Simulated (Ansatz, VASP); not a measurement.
## One calculation of BH12C3N, two programs

```
CELL_PARAMETERS angstrom
4.49825 2.59707 1.92908
-4.49825 2.59707 1.92908
0.00000 -5.19414 1.92908
ATOMIC_POSITIONS crystal
B 0.92251 0.92251 0.92251
H 0.27545 0.54331 0.27545
H 0.27545 0.27545 0.54331
H 0.54331 0.27545 0.27545
H 0.39722 0.86346 0.59576
H 0.59576 0.39722 0.86346
H 0.86346 0.59576 0.39722
H 0.59576 0.86346 0.39722
H 0.86346 0.39722 0.59576
H 0.39722 0.59576 0.86346
H 0.05915 0.05915 0.83422
H 0.83422 0.05915 0.05915
H 0.05915 0.83422 0.05915
C 0.46473 0.73358 0.46473
C 0.46473 0.46473 0.73358
C 0.73358 0.46473 0.46473
N 0.64326 0.64326 0.64326
```

Alike in both runs: functional PBE; dispersion D3(BJ); k mesh 6 × 6 × 6; occupations gaussian, width 0.02 eV; no spin polarisation.

Ansatz relaxed the structure, and its values are those at the end. VASP's run is a single point on that final structure, the one shown.

|  | VASP | Ansatz |
| --- | --- | --- |
| version | VASP 6.6.1 | Ansatz 0.2.0 |
| potentials or method | VASP PAW PBE potentials, release 64 (B, H, C, N), cutoff 520 eV | scalar-relativistic, plane waves, PAW |
| valence electrons in the cell | 32 | 32 |

```csv
,VASP,Ansatz,Ansatz less VASP
gap on the k mesh at the Fermi level (eV),6.40,6.40,-0.004
least direct gap on the mesh (eV),6.50,6.50,-0.004
pressure (GPa),-0.1,0.0,+0.08
rms of the force components (eV/Å),0.013,0.001,-0.0122
```
